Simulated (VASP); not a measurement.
# YErFe4 (F-43m) in VASP: notebook

The runs below take YErFe4 through single point, with PBEsol+U.

Program: VASP 6.6.1. These are calculated values, not measurements. Logs are shortened: lines on timing, memory, paths and dates and some standing lists are left out, and cuts for length are marked.

## 1. The cell of the first run

The structure is cubic, space group F-43m (No. 216). Conventional cell: a = 7.303 Å, b = 7.303 Å, c = 7.303 Å, α = 90.00°, β = 90.00°, γ = 90.00°. Within 4.0 Å of Er (site symmetry -43m) lie 12 Fe at 3.03 Å and 4 Y at 3.16 Å. Y (site symmetry -43m) has 12 Fe at 3.03 Å and 4 Er at 3.16 Å within 4.0 Å. Within 3.4 Å of Fe (site symmetry 3m) lie 6 Fe at 2.58 Å and 3 Y at 3.03 Å and 3 Er at 3.03 Å.

## 2. Single point, PBEsol+U, collinear spin, ferromagnetic start

INCAR reads:

```
SYSTEM = YErFe4
ALGO = Normal ; EDIFF = 1E-6
ENCUT = 600 ; GGA = PS
GGA_COMPAT = .False. ; ISIF = 2
ISMEAR = 0 ; ISPIN = 2
LASPH = .True. ; LCHARG = .False.
LDAU = .True. ; LDAUJ = 0 0 0
LDAUL = 3 -1 -1 ; LDAUPRINT = 1
LDAUTYPE = 2 ; LDAUU = 6 0 0
LMAXMIX = 6 ; LORBIT = 11
LREAL = .False. ; LWAVE = .False.
MAGMOM = 3 0 4 4 4 4 ; NBANDS = 46
NELM = 200 ; PREC = Accurate
SIGMA = 0.1
```

KPOINTS reads:

```
k-points
0
Gamma
  4 4 4
  0 0 0
```

POSCAR reads:

```
YErFe4
1.0
    0.0000000000      3.6517338400      3.6517338400
    3.6517338400      0.0000000000      3.6517338400
    3.6517338400      3.6517338400      0.0000000000
Er Y Fe
1 1 4
Direct
    0.7500000000      0.7500000000      0.7500000000
    0.5000000000      0.5000000000      0.5000000000
    0.1250000000      0.1250000000      0.1250000000
    0.6250000000      0.1250000000      0.1250000000
    0.1250000000      0.6250000000      0.1250000000
    0.1250000000      0.1250000000      0.6250000000
```

Potentials or basis: VASP PAW PBE potentials, release 64 (Er, Y_sv, Fe).

Launch:

```bash
cat potpaw_PBE.64/Er/POTCAR potpaw_PBE.64/Y_sv/POTCAR potpaw_PBE.64/Fe/POTCAR > POTCAR
mpirun -np 1 vasp_std > vasp.out
```

OUTCAR:

```text
SYSTEM = YErFe4
   EDIFF = 1E-6
   ENCUT = 600
   GGA = PS
   ISIF = 2
   ISMEAR = 0
   ISPIN = 2
   LASPH = .True.
   LORBIT = 11
   LREAL = .False.
   NELM = 200
   PREC = Accurate

 ion  position               nearest neighbor table
   1  0.750  0.750  0.750-   4 3.03   5 3.03   6 3.03   3 3.03   4 3.03   5 3.03   3 3.03   4 3.03
                             6 3.03   3 3.03   5 3.03   6 3.03   2 3.16   2 3.16   2 3.16   2 3.16
   2  0.500  0.500  0.500-   3 3.03   5 3.03   6 3.03   3 3.03   4 3.03   6 3.03   3 3.03   4 3.03
                             5 3.03   4 3.03   5 3.03   6 3.03   1 3.16   1 3.16   1 3.16   1 3.16
   3  0.125  0.125  0.125-   4 2.58   5 2.58   6 2.58   6 2.58   5 2.58   4 2.58   2 3.03   1 3.03
                             2 3.03   1 3.03   2 3.03   1 3.03
   4  0.625  0.125  0.125-   3 2.58   6 2.58   5 2.58   3 2.58   5 2.58   6 2.58   1 3.03   2 3.03
                             1 3.03   2 3.03   1 3.03   2 3.03
   5  0.125  0.625  0.125-   3 2.58   6 2.58   3 2.58   4 2.58   6 2.58   4 2.58   1 3.03   1 3.03
                             2 3.03   1 3.03   2 3.03   2 3.03
   6  0.125  0.125  0.625-   3 2.58   3 2.58   4 2.58   5 2.58   5 2.58   4 2.58   1 3.03   2 3.03
                             2 3.03   1 3.03   2 3.03   1 3.03

  LATTYP: Found a face centered cubic cell.
 ALAT       =     7.3034676800

  Lattice vectors:

 A1 = (   0.0000000000,   3.6517338400,   3.6517338400)
 A2 = (   3.6517338400,   0.0000000000,   3.6517338400)
 A3 = (   3.6517338400,   3.6517338400,   0.0000000000)

Analysis of symmetry for initial positions (statically):
=====================================================================
 Subroutine PRICEL returns:
 Original cell was already a primitive cell.

 Routine SETGRP: Setting up the symmetry group for a
 face centered cubic supercell.

 Subroutine GETGRP returns: Found 24 space group operations
 (whereof 24 operations were pure point group operations)
 out of a pool of 48 trial point group operations.

The static configuration has the point symmetry T_d .

Analysis of symmetry for dynamics (positions and initial velocities):
=====================================================================
 Subroutine PRICEL returns:
 Original cell was already a primitive cell.

 Routine SETGRP: Setting up the symmetry group for a
 face centered cubic supercell.

 Subroutine GETGRP returns: Found 24 space group operations
 (whereof 24 operations were pure point group operations)
 out of a pool of 48 trial point group operations.

The dynamic configuration has the point symmetry T_d .

[... 192 lines left out ...]
  ---------------------------------------------------
  ext. energy  EPLUGINS =         0.00000000
  ---------------------------------------------------
  free energy    TOTEN  =       -45.30726525 eV

  energy without entropy =      -45.21791375  energy(sigma->0) =      -45.26258950

 E-fermi :   4.2179     XC(G=0): -12.0496

 val. band max:        4.1784418683   @ k =   0.5000   0.5000   0.0000
 cond. band min:       4.2215357785   @ k =  -0.2500   0.5000   0.2500
 fundamental gap:      0.0430939102
 Fermi energy:         4.2179084331

 spin component 1

 k-point     1 :       0.0000    0.0000    0.0000
  band No.  band energies     occupation
      1     -43.9953      1.00000
      2     -37.2033      1.00000
      3     -18.3483      1.00000
      4     -18.3483      1.00000
      5     -18.3483      1.00000
      6     -17.2674      1.00000
[... 365 lines left out ...]
     43       6.9276      0.00000
     44       7.7256      0.00000
 Fermi energy:         4.2179084331

 spin component 2

 k-point     1 :       0.0000    0.0000    0.0000
  band No.  band energies     occupation
      1     -45.3208      1.00000
      2     -37.3648      1.00000
      3     -19.3296      1.00000
      4     -19.3296      1.00000
      5     -19.3296      1.00000
      6     -17.4946      1.00000
[... 365 lines left out ...]
     43       6.9845      0.00000
     44       8.1390      0.00000
 [bands above 44 left out]

------------------------ aborting loop because EDIFF is reached ----------------------------------------

  FORCE on cell =-STRESS in cart. coord.  units (eV):
  Direction    XX          YY          ZZ          XY          YZ          ZX
  --------------------------------------------------------------------------------------
  -------------------------------------------------------------------------------------
  Total       -5.1503987     -5.1503987     -5.1503987      0.0000000      0.0000000      0.0000000
  in kB      -84.7274400    -84.7274400    -84.7274400      0.0000000      0.0000000      0.0000000
  external PRESSURE =     -84.7274400 kB  Pullay stress =       0.0000000 kB

 VOLUME and BASIS-vectors are now :
 -----------------------------------------------------------------------------
  energy-cutoff  :      600.00
  volume of cell :       97.39
      direct lattice vectors                 reciprocal lattice vectors
     0.000000000  3.651733840  3.651733840    -0.136921260  0.136921260  0.136921260
     3.651733840  0.000000000  3.651733840     0.136921260 -0.136921260  0.136921260
     3.651733840  3.651733840  0.000000000     0.136921260  0.136921260 -0.136921260

 POSITION                                       TOTAL-FORCE (eV/Angst)
 -----------------------------------------------------------------------------------
      5.47760      5.47760      5.47760        -0.000000     -0.000000     -0.000000
      3.65173      3.65173      3.65173        -0.000000     -0.000000     -0.000000
      0.91293      0.91293      0.91293        -0.020961     -0.020961     -0.020961
      0.91293      2.73880      2.73880        -0.020961      0.020961      0.020961
      2.73880      0.91293      2.73880         0.020961     -0.020961      0.020961
      2.73880      2.73880      0.91293         0.020961      0.020961     -0.020961
 -----------------------------------------------------------------------------------
    total drift:                                0.000000      0.000000     -0.000000

  FREE ENERGIE OF THE ION-ELECTRON SYSTEM (eV)
  ---------------------------------------------------
  free  energy   TOTEN  =       -45.3072652526 eV

  energy  without entropy=      -45.2179137498  energy(sigma->0) =      -45.26258950

 total charge

# of ion       s       p       d       f       tot
--------------------------------------------------
    1        2.127   5.790   0.589  11.106  19.612
    2        2.271   6.414   1.145   0.042   9.871
    3        0.491   0.414   6.202   0.000   7.107
    4        0.491   0.414   6.202   0.000   7.107
    5        0.491   0.414   6.202   0.000   7.107
    6        0.491   0.414   6.202   0.000   7.107
--------------------------------------------------
tot          6.361  13.861  26.543  11.147  57.912

 magnetization (x)

# of ion       s       p       d       f       tot
--------------------------------------------------
    1       -0.019  -0.014  -0.188  -2.786  -3.008
    2       -0.034  -0.112  -0.296  -0.002  -0.444
    3       -0.001  -0.031   1.998   0.000   1.965
    4       -0.001  -0.031   1.998   0.000   1.965
    5       -0.001  -0.031   1.998   0.000   1.965
    6       -0.001  -0.031   1.998   0.000   1.965
--------------------------------------------------
tot         -0.058  -0.252   7.507  -2.788   4.410
```

stdout:

```text
POSCAR found type information on POSCAR ErY Fe
 POSCAR found :  3 types and       6 ions
 scaLAPACK will be used
 -----------------------------------------------------------------------------
|                                                                             |
|                                                                             |
|     You enforced a specific xc type in the INCAR file but a different       |
|     I HOPE YOU KNOW WHAT YOU ARE DOING!                                     |
|                                                                             |
 -----------------------------------------------------------------------------

 LDA part: xc-table for (Slater+PW92), standard interpolation
 POSCAR, INCAR and KPOINTS ok, starting setup
 FFT: planning ... GRIDC
 FFT: planning ... GRID_SOFT
 FFT: planning ... GRID
 WAVECAR not read
 entering main loop
```

Run time: 48 min. Hardware: 1 thread of Intel Xeon 8259CL, shared host; peak memory 0.4 GiB.

What came out:

| Property | Result |
| --- | --- |
| Free energy | -45.3073 eV |
| Pressure | -8.5 GPa |
| Net moment | 4.01 μB per cell |
| Site moments | Er -3.01; Y -0.44; Fe +1.97 μB |
| Valence electrons inside the program's atomic spheres | Er 19.61; Y 9.87; Fe 7.11 |

Eigenvalues of the final occupation matrices:
```csv
site,spin,trace,eigenvalues
site 1 f,1,4.16,0.00 0.40 0.40 0.40 0.99 0.99 0.99
site 1 f,2,6.95,0.99 0.99 0.99 0.99 0.99 0.99 0.99
```

Caveat: the k points lie up to 0.37 Å⁻¹ apart; the magnetic or orbital state may not be the lowest; the PAW data sets were made with another functional, which shifts forces and pressure a little; spin-orbit coupling is left out, which moves the levels of the heavy elements. The state reached can hang on the start; a lower one may exist.

## 3. Single point, PBEsol+U, collinear spin, ferrimagnetic start

This run uses another cell than the first one, of 14.80 Å³/atom.

INCAR reads:

```
PREC = Accurate
ENCUT = 600
EDIFF = 1E-6
ISMEAR = 0
SIGMA = 0.1
LREAL = F
LASPH = T
NELM = 200
ALGO = Normal
ISIF = 2
LWAVE = F
LCHARG = T
ISPIN = 2
MAGMOM = 3.02 -0.31 2.21 2.21 2.21 2.21
LORBIT = 11
LMAXMIX = 6
LDAU = T
LDAUTYPE = 2
LDAUL = 3 -1 -1
LDAUU = 6 0 0
LDAUJ = 0 0 0
LDAUPRINT = 1
GGA = PS
LELF = T
LVHAR = T
NBANDS = 46
GGA_COMPAT = F
```

KPOINTS reads:

```
regular mesh
0
Gamma
  6 6 6
```

POSCAR reads:

```
YErFe4
1.0
    0.0000000000      3.5409936612      3.5409936612
    3.5409936612      0.0000000000      3.5409936612
    3.5409936612      3.5409936612      0.0000000000
Er Y Fe
1 1 4
Direct
    0.7500000000      0.7500000000      0.7500000000
    0.5000000000      0.5000000000      0.5000000000
    0.1248662876      0.1248662876      0.1248662876
    0.6254011371      0.1248662876      0.1248662876
    0.1248662876      0.6254011371      0.1248662876
    0.1248662876      0.1248662876      0.6254011371
```

Potentials or basis: VASP PAW PBE potentials, release 64 (Er, Y_sv, Fe).

Launch:

```bash
cat potpaw_PBE.64/Er/POTCAR potpaw_PBE.64/Y_sv/POTCAR potpaw_PBE.64/Fe/POTCAR > POTCAR
mpirun -np 1 vasp_std > vasp.out
```

OUTCAR:

```text
PREC = Accurate
   ENCUT = 600
   EDIFF = 1E-6
   ISMEAR = 0
   LREAL = F
   LASPH = T
   NELM = 200
   ISIF = 2
   ISPIN = 2
   LORBIT = 11
   GGA = PS

 ion  position               nearest neighbor table
   1  0.750  0.750  0.750-   4 2.94   5 2.94   6 2.94   3 2.94   3 2.94   3 2.94   4 2.94   4 2.94
                             6 2.94   5 2.94   5 2.94   6 2.94   2 3.07   2 3.07   2 3.07   2 3.07
   2  0.500  0.500  0.500-   5 2.94   6 2.94   4 2.94   6 2.94   4 2.94   5 2.94   3 2.94   3 2.94
                             3 2.94   4 2.94   5 2.94   6 2.94   1 3.07   1 3.07   1 3.07   1 3.07
[... 1791 lines left out ...]
      3.54099      3.54099      3.54099         0.000000      0.000000      0.000000
      0.88430      0.88430      0.88430         0.002488      0.002488      0.002488
      0.88430      2.65669      2.65669         0.002488     -0.002488     -0.002488
      2.65669      0.88430      2.65669        -0.002488      0.002488     -0.002488
      2.65669      2.65669      0.88430        -0.002488     -0.002488      0.002488
 -----------------------------------------------------------------------------------
    total drift:                               -0.000000     -0.000000     -0.000000

  FREE ENERGIE OF THE ION-ELECTRON SYSTEM (eV)
  ---------------------------------------------------
  free  energy   TOTEN  =       -46.8860775138 eV

  energy  without entropy=      -46.8526423769  energy(sigma->0) =      -46.86935995

 total charge

# of ion       s       p       d       f       tot
--------------------------------------------------
    1        2.139   5.802   0.718  10.957  19.616
    2        2.284   6.502   1.277   0.056  10.119
    3        0.527   0.479   6.262   0.000   7.268
    4        0.527   0.479   6.262   0.000   7.268
    5        0.527   0.479   6.262   0.000   7.268
    6        0.527   0.479   6.262   0.000   7.268
--------------------------------------------------
tot          6.530  14.221  27.044  11.013  58.808

 magnetization (x)

# of ion       s       p       d       f       tot
--------------------------------------------------
    1       -0.023  -0.021  -0.205  -2.957  -3.205
    2       -0.036  -0.122  -0.267  -0.001  -0.426
    3       -0.003  -0.046   1.681   0.000   1.632
    4       -0.003  -0.046   1.681   0.000   1.632
    5       -0.003  -0.046   1.681   0.000   1.632
    6       -0.003  -0.046   1.681   0.000   1.632
--------------------------------------------------
tot         -0.071  -0.328   6.252  -2.958   2.895
```

Run time: 81 min. Hardware: 1 thread of Intel Xeon 8259CL, shared host; peak memory 0.41 GiB.

Results:

- Free energy: -46.8861 eV
- Pressure: 0.4 GPa
- Largest force: 0.004 eV/Å
- Net moment: 2.55 μB per cell
- Site moments: Er -3.21; Y -0.43; Fe +1.63 μB
- Valence electrons inside the program's atomic spheres: Er 19.62; Y 10.12; Fe 7.27

Forces on the atoms (eV/Å):
```
Er   0.000  0.000  0.000
Y    0.000  0.000  0.000
Fe   0.002  0.002  0.002
Fe   0.002 -0.002 -0.002
Fe  -0.002  0.002 -0.002
Fe  -0.002 -0.002  0.002
```

Eigenvalues of the final occupation matrices:
```tsv
site	spin	trace	eigenvalues
site 1 f	1	4.00	0.01 0.01 0.01 0.99 0.99 0.99 0.99
site 1 f	2	6.96	0.99 0.99 0.99 0.99 1.00 1.00 1.00
```

Caveat: the magnetic or orbital state may not be the lowest; the PAW data sets were made with another functional, which shifts forces and pressure a little; spin-orbit coupling is left out, which moves the levels of the heavy elements.
